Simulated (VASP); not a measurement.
Runs of VASP 6.6.1 on Pt. The structure is that of space group I4/mmm (No. 139), or close to it. The cells are those of the table. 

```tsv
cell	gap on the mesh (eV)	pressure (GPa)
a = 2.772, b = 2.772, c = 2.630 Å, angles 61.7, 61.7, 56.6°, 1 atom	none	31.6
a = 2.736, b = 2.736, c = 2.838 Å, angles 58.8, 58.8, 62.5°, 1 atom	none	12.1
a = 2.701, b = 2.701, c = 2.769 Å, angles 59.2, 59.2, 61.7°, 1 atom	none	29.3
a = 2.805, b = 2.805, c = 2.907 Å, angles 58.8, 58.8, 62.4°, 1 atom	none	-7.0
a = 2.770, b = 2.770, c = 2.838 Å, angles 59.2, 59.2, 61.6°, 1 atom	none	(b)
a = 2.772, b = 2.772, c = 2.907 Å, angles 58.4, 58.4, 63.2°, 1 atom	none	(a)
a = 2.839, b = 2.839, c = 2.907 Å, angles 59.2, 59.2, 61.6°, 1 atom	none	-12.1
```

Alike in all rows: task single point; level PBE; potentials or basis VASP PAW PBE potentials, release 64 (Pt); no spin polarisation; k mesh 20 × 20 × 20; cutoff (eV) 520; smearing gaussian 0.15 eV.

Q: Fill in the values left out.

A: (a) -0.9; (b) 4.3.

Caveats: spin-orbit coupling is left out, which moves the levels of the heavy elements; the cell stands under pressure (at least some runs); the cell stands under tension (at least some runs).

A k mesh can miss the band edges, and the runs leave out spin-orbit coupling on Pt.

A gap of «none» marks levels without a gap at the run's occupations.
